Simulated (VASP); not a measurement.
# CsLaO3 in VASP: a series of runs

Runs on CsLaO3. Level: LDA. Tasks: single point.

Program: VASP 6.6.1. These are calculated values, not measurements. Logs are shortened: lines on timing, memory, paths and dates and some standing lists are left out, and cuts for length are marked.

**1. The cell of the first run**

Symmetry: Pm-3m, No. 221, cubic system. Conventional cell: a = 4.765 Å, b = 4.765 Å, c = 4.765 Å, α = 90.00°, β = 90.00°, γ = 90.00°. Within 4.4 Å of Cs (site symmetry m-3m) lie 12 O at 3.37 Å and 8 La at 4.13 Å. Within 3.1 Å of La (site symmetry m-3m) lie 6 O at 2.38 Å. O (site symmetry 4/mmm) has 2 La at 2.38 Å within 3.1 Å.

**2. Single point, LDA**

Contents of INCAR:

```
SYSTEM = CsLaO3
PREC = Accurate
ENCUT = 520
EDIFF = 1E-6
ISMEAR = 1
SIGMA = 0.05
LREAL = .FALSE.
LASPH = .TRUE.
NELM = 100
ALGO = Normal
ISIF = 2
LWAVE = .FALSE.
LCHARG = .FALSE.
GGA = CA
NBANDS = 27
```

Contents of KPOINTS:

```
regular mesh
0
G
  5 5 5
  0 0 0
```

Contents of POSCAR:

```
CsLaO3
1.0
    4.7653500000      0.0000000000      0.0000000000
    0.0000000000      4.7653500000      0.0000000000
    0.0000000000      0.0000000000      4.7653500000
Cs La O
1 1 3
Direct
    0.0000000000      0.0000000000      0.0000000000
    0.5000000000      0.5000000000      0.5000000000
    0.5000000000      0.5000000000      0.0000000000
    0.5000000000      0.0000000000      0.5000000000
    0.0000000000      0.5000000000      0.5000000000
```

Potentials or basis: VASP PAW LDA potentials, release 64 (Cs_sv, La, O).

On the command line:

```bash
cat potpaw_LDA.64/Cs_sv/POTCAR potpaw_LDA.64/La/POTCAR potpaw_LDA.64/O/POTCAR > POTCAR
mpirun -np 1 vasp_std > vasp.out
```

OUTCAR:

```text
SYSTEM = CsLaO3
   PREC = Accurate
   ENCUT = 520
   EDIFF = 1E-6
   ISMEAR = 1
   LREAL = .FALSE.
   LASPH = .TRUE.
   NELM = 100
   ISIF = 2
   GGA = CA

 ion  position               nearest neighbor table
   1  0.000  0.000  0.000-
   2  0.500  0.500  0.500-   3 2.38   4 2.38   5 2.38   3 2.38   4 2.38   5 2.38
   3  0.500  0.500  0.000-   2 2.38   2 2.38
   4  0.500  0.000  0.500-   2 2.38   2 2.38
   5  0.000  0.500  0.500-   2 2.38   2 2.38

  LATTYP: Found a simple cubic cell.
 ALAT       =     4.7653500000

  Lattice vectors:

 A1 = (   4.7653500000,   0.0000000000,   0.0000000000)
 A2 = (   0.0000000000,   4.7653500000,   0.0000000000)
 A3 = (   0.0000000000,   0.0000000000,   4.7653500000)

Analysis of symmetry for initial positions (statically):
=====================================================================
 Subroutine PRICEL returns:
 Original cell was already a primitive cell.

 Routine SETGRP: Setting up the symmetry group for a
 simple cubic supercell.

 Subroutine GETGRP returns: Found 48 space group operations
 (whereof 48 operations were pure point group operations)
 out of a pool of 48 trial point group operations.

The static configuration has the point symmetry O_h .

Analysis of symmetry for dynamics (positions and initial velocities):
=====================================================================
 Subroutine PRICEL returns:
 Original cell was already a primitive cell.

 Routine SETGRP: Setting up the symmetry group for a
 simple cubic supercell.

 Subroutine GETGRP returns: Found 48 space group operations
 (whereof 48 operations were pure point group operations)
 out of a pool of 48 trial point group operations.

The dynamic configuration has the point symmetry O_h .

 Subroutine INISYM returns: Found 48 space group operations
 (whereof 48 operations are pure point group operations),
 and found     1 'primitive' translations

----------------------------------------------------------------------------------------

                                     Primitive cell

  volume of cell :     108.2142

  direct lattice vectors                    reciprocal lattice vectors
     4.765350000  0.000000000  0.000000000     0.209848175  0.000000000  0.000000000
     0.000000000  4.765350000  0.000000000     0.000000000  0.209848175  0.000000000
     0.000000000  0.000000000  4.765350000     0.000000000  0.000000000  0.209848175

  length of vectors
     4.765350000  4.765350000  4.765350000     0.209848175  0.209848175  0.209848175

  position of ions in fractional coordinates (direct lattice)
     0.000000000  0.000000000  0.000000000
     0.500000000  0.500000000  0.500000000
     0.500000000  0.500000000  0.000000000
     0.500000000  0.000000000  0.500000000
     0.000000000  0.500000000  0.500000000

  ion indices of the primitive-cell ions
   primitive index   ion index
                 1           1
                 2           2
                 3           3
                 4           4
                 5           5

----------------------------------------------------------------------------------------

 KPOINTS: regular mesh

Automatic generation of k-mesh.
 Grid dimensions read from file:
 generate k-points for:    5    5    5

 Generating k-lattice:

  Cartesian coordinates                     Fractional coordinates (reciprocal lattice)
     0.041969635  0.000000000  0.000000000     0.200000000  0.000000000  0.000000000
     0.000000000  0.041969635  0.000000000     0.000000000  0.200000000  0.000000000
     0.000000000  0.000000000  0.041969635     0.000000000  0.000000000  0.200000000

  Length of vectors
     0.041969635  0.041969635  0.041969635

  Shift w.r.t. Gamma in fractional coordinates (k-lattice)
     0.000000000  0.000000000  0.000000000

 Subroutine IBZKPT returns following result:
 ===========================================

 Found     10 irreducible k-points:

 Following reciprocal coordinates:
            Coordinates               Weight
  0.000000  0.000000  0.000000      1.000000
  0.200000  0.000000  0.000000      6.000000
  0.400000  0.000000  0.000000      6.000000
  0.200000  0.200000  0.000000     12.000000
  0.400000  0.200000  0.000000     24.000000
  0.400000  0.400000  0.000000     12.000000
  0.200000  0.200000  0.200000      8.000000
  0.400000  0.200000  0.200000     24.000000
  0.400000  0.400000  0.200000     24.000000
  0.400000  0.400000  0.400000      8.000000
   k-points           NKPTS =     10   k-points in BZ     NKDIM =     10   number of bands    NBANDS=     27
   number of dos      NEDOS =    301   number of ions     NIONS =      5
   total plane-waves  NPLWV =  46656
   dimension x,y,z NGX =    36 NGY =   36 NGZ =   36
   dimension x,y,z NGXF=    72 NGYF=   72 NGZF=   72
   ions per type =               1   1   3
   NGX,Y,Z   is equivalent  to a cutoff of  12.56, 12.56, 12.56 a.u.
   NGXF,Y,Z  is equivalent  to a cutoff of  25.12, 25.12, 25.12 a.u.
 SYSTEM =  CsLaO3
   PREC   = accura    normal or accurate (medium, high low for compatibility)
   ISTART =      0    job   : 0-new  1-cont  2-samecut
   ICHARG =      2    charge: 1-file 2-atom 10-const
   ISPIN  =      1    spin polarized calculation?
   LNONCOLLINEAR =      F non collinear calculations
   LSORBIT =      F    spin-orbit coupling
   LASPH  =      T    aspherical Exc in radial PAW
   ENCUT  =  520.0 eV  38.22 Ry    6.18 a.u.   8.86  8.86  8.86*2*pi/ulx,y,z
   NELM   =    100;   NELMIN=  2; NELMDL= -5     # of ELM steps
   EDIFF  = 0.1E-05   stopping-criterion for ELM
   LREAL  =      F    real-space projection
   EDIFFG = 0.1E-04   stopping-criterion for IOM
   NSW    =      0    number of steps for IOM
   IBRION =     -1    ionic relax: 0-MD 1-quasi-New 2-CG
   NFREE  =      0    steps in history (QN), initial steepest desc. (CG)
   ISIF   =      2    stress and relaxation
   ISYM   =      2    0-nonsym 1-usesym 2-fastsym
   POTIM  = 0.5000    time-step for ionic-motion
   TEBEG  =    0.0;   TEEND  =   0.0 temperature during run
   PSTRESS=    0.0 pullay stress
   NELECT =      38.0000    total number of electrons
   NUPDOWN=      -1.0000    fix difference up-down
   EMIN   =  10.00;   EMAX   =-10.00  energy-range for DOS
   EFERMI =   0.00;   METHOD = LEGACY
   ISMEAR =     1;   SIGMA  =   0.05  broadening in eV -4-tet -1-fermi 0-gaus
   EFERMI_NEDOS =   21; number of points for ismear=-14 and -15
   IALGO  =     38    algorithm
   IMIX   =      4    mixing-type and parameters
     AMIX     =   0.40;   BMIX     =  1.00
     AMIX_MAG =   1.60;   BMIX_MAG =  1.00
  volume/ion in A,a.u.               =      21.64       146.05
  Fermi-wavevector in a.u.,A,eV,Ry     =   1.154980  2.182596 18.149891  1.333979
  Thomas-Fermi vector in A             =   2.291612
   LORBIT       =      0    0 simple, 1 ext, 2 COOP (PROOUT), +10 PAW based schemes
   GGA     = CA    functional components
   LHFCALC =     F    Hartree Fock is set to
   AEXX    =    0.0000 exact exchange contribution
   IVDW    =     0    specifies the selected vdW correction
   LEPSILON=     F    determine dielectric tensor
   LRPA    =     F    only Hartree local field effects (RPA)
 non-spin polarized calculation
 Methfessel and Paxton  Order N= 1 SIGMA  =   0.05
  energy-cutoff  :      520.00
  volume of cell :      108.21
 maximum number of plane-waves:      2945
 NGX is ok and might be reduce to    36
   NGX = 17   NGY = 17   NGZ = 17

 number of electron      37.9999980 magnetization

 Free energy of the ion-electron system (eV)
  ---------------------------------------------------
  ext. energy  EPLUGINS =         0.00000000
  ---------------------------------------------------
  free energy    TOTEN  =       -32.36853800 eV

  energy without entropy =      -32.36709297  energy(sigma->0) =      -32.36805633

 E-fermi :   0.9277     XC(G=0):  -9.5158

 val. band max:        0.7496136136   @ k =   0.2000   0.2000   0.0000
 cond. band min:       0.9378974938   @ k =   0.4000   0.4000   0.4000
 fundamental gap:      0.1882838801
 Fermi energy:         0.9277111285

 k-point     1 :       0.0000    0.0000    0.0000
  band No.  band energies     occupation
      1     -28.2530      2.00000
      2     -17.8621      2.00000
      3     -14.1507      2.00000
      4     -14.1507      2.00000
      5     -13.9335      2.00000
      6     -12.3688      2.00000
[... 19 lines left out ...]
     26       6.6411      0.00000
     27       6.6411      0.00000

 k-point     2 :       0.2000    0.0000    0.0000
  band No.  band energies     occupation
      1     -28.2471      2.00000
      2     -17.8558      2.00000
      3     -14.6510      2.00000
      4     -14.1487      2.00000
      5     -14.0148      2.00000
      6     -12.3615      2.00000
[... 19 lines left out ...]
     26       6.8386      0.00000
     27       6.8530      0.00000

 k-point     3 :       0.4000    0.0000    0.0000
  band No.  band energies     occupation
      1     -28.2375      2.00000
      2     -17.8464      2.00000
      3     -15.1787      2.00000
      4     -14.1459      2.00000
      5     -14.0509      2.00000
      6     -12.3498      2.00000
[... 19 lines left out ...]
     26       6.8972      0.00000
     27       6.9353      0.00000

 k-point     4 :       0.2000    0.2000    0.0000
  band No.  band energies     occupation
      1     -28.2412      2.00000
      2     -17.8480      2.00000
      3     -14.6900      2.00000
      4     -14.6171      2.00000
      5     -14.0828      2.00000
      6     -12.3546      2.00000
[... 19 lines left out ...]
     26       6.7748      0.00000
     27       6.8032      0.00000
[... 96 lines left out ...]
      4     -14.6800      2.00000
      5     -14.6372      2.00000
      6     -11.5154      2.00000
[... 19 lines left out ...]
     26       6.6492      0.00000
     27       6.6953      0.00000

 k-point     9 :       0.4000    0.4000    0.2000
  band No.  band energies     occupation
      1     -28.2162      2.00000
      2     -17.8118      2.00000
      3     -15.2055      2.00000
      4     -15.1963      2.00000
      5     -14.6532      2.00000
      6     -11.4922      2.00000
[... 19 lines left out ...]
     26       6.5369      0.00000
     27       6.6140      0.00000

 k-point    10 :       0.4000    0.4000    0.4000
  band No.  band energies     occupation
      1     -28.2067      2.00000
      2     -17.8011      2.00000
      3     -15.1974      2.00000
      4     -15.1974      2.00000
      5     -15.1900      2.00000
      6     -10.4265      2.00000
[... 19 lines left out ...]
     26       6.4016      0.00000
     27       6.4058      0.00000

------------------------ aborting loop because EDIFF is reached ----------------------------------------

  FORCE on cell =-STRESS in cart. coord.  units (eV):
  Direction    XX          YY          ZZ          XY          YZ          ZX
  --------------------------------------------------------------------------------------
  -------------------------------------------------------------------------------------
  Total       -5.6701639     -5.6701639     -5.6701639     -0.0000000      0.0000000     -0.0000000
  in kB      -83.9502094    -83.9502094    -83.9502094     -0.0000000      0.0000000     -0.0000000
  external PRESSURE =     -83.9502094 kB  Pullay stress =       0.0000000 kB

 VOLUME and BASIS-vectors are now :
 -----------------------------------------------------------------------------
  energy-cutoff  :      520.00
  volume of cell :      108.21
      direct lattice vectors                 reciprocal lattice vectors
     4.765350000  0.000000000  0.000000000     0.209848175  0.000000000  0.000000000
     0.000000000  4.765350000  0.000000000     0.000000000  0.209848175  0.000000000
     0.000000000  0.000000000  4.765350000     0.000000000  0.000000000  0.209848175

 POSITION                                       TOTAL-FORCE (eV/Angst)
 -----------------------------------------------------------------------------------
      0.00000      0.00000      0.00000         0.000000      0.000000      0.000000
      2.38267      2.38267      2.38267         0.000000      0.000000      0.000000
      2.38267      2.38267      0.00000         0.000000      0.000000      0.000000
      2.38267      0.00000      2.38267         0.000000      0.000000      0.000000
      0.00000      2.38267      2.38267         0.000000      0.000000      0.000000
 -----------------------------------------------------------------------------------
    total drift:                                0.000000      0.000000      0.000000

  FREE ENERGIE OF THE ION-ELECTRON SYSTEM (eV)
  ---------------------------------------------------
  free  energy   TOTEN  =       -32.3685380039 eV

  energy  without entropy=      -32.3670929704  energy(sigma->0) =      -32.36805633
```

Wall time 39 s (1 thread of Intel Xeon 8259CL, shared host); peak memory 0.19 GiB.

What came out:

```
Free energy            : -32.3685 eV
Pressure               : -8.4 GPa
Band gap on the k mesh : zero (bands 19 and 20 overlap by 0.36 eV)
```

Caveat: the cell stands under tension; spin-orbit coupling is left out, which moves the levels of the heavy elements.

[end of part 1 of 3]
